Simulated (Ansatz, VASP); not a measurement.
Pt in VASP and in Ansatz

```xyz
1
Lattice="0.0000 2.3406 1.4277 2.3406 0.0000 1.4277 2.3406 2.3406 0.0000" Properties=species:S:1:pos:R:3 pbc="T T T"
Pt    0.0000    0.0000    0.0000
```

Alike in both runs: task single point; functional LDA; k mesh 22 × 22 × 22; occupations gaussian, width 0.15 eV; no spin polarisation.

|  | VASP | Ansatz |
| --- | --- | --- |
| version | VASP 6.6.1 | Ansatz 0.2.0 |
| potentials or method | VASP PAW LDA potentials, release 64 (Pt), cutoff 520 eV | scalar-relativistic, plane waves, PAW |
| valence electrons in the cell | 10 | 18 |

|  | VASP | Ansatz | Ansatz less VASP |
| --- | --- | --- | --- |
| gap on the k mesh at the Fermi level (eV) | none | none | - |
| pressure (GPa) | -12.6 | -13.2 | -0.62 |
| traceless stress, the component that is largest in VASP (GPa) | -7.76 | -8.04 | -0.285 |

LDA's correlation is that of Perdew and Zunger in VASP and of Perdew and Wang (1992) in Ansatz. A gap of «none» marks a metal or a gap that the smearing closes. VASP's potentials hold 10 valence electrons a cell and Ansatz's 18, so a difference there can come from the potentials and not from the codes.

Spin-orbit coupling is off throughout.
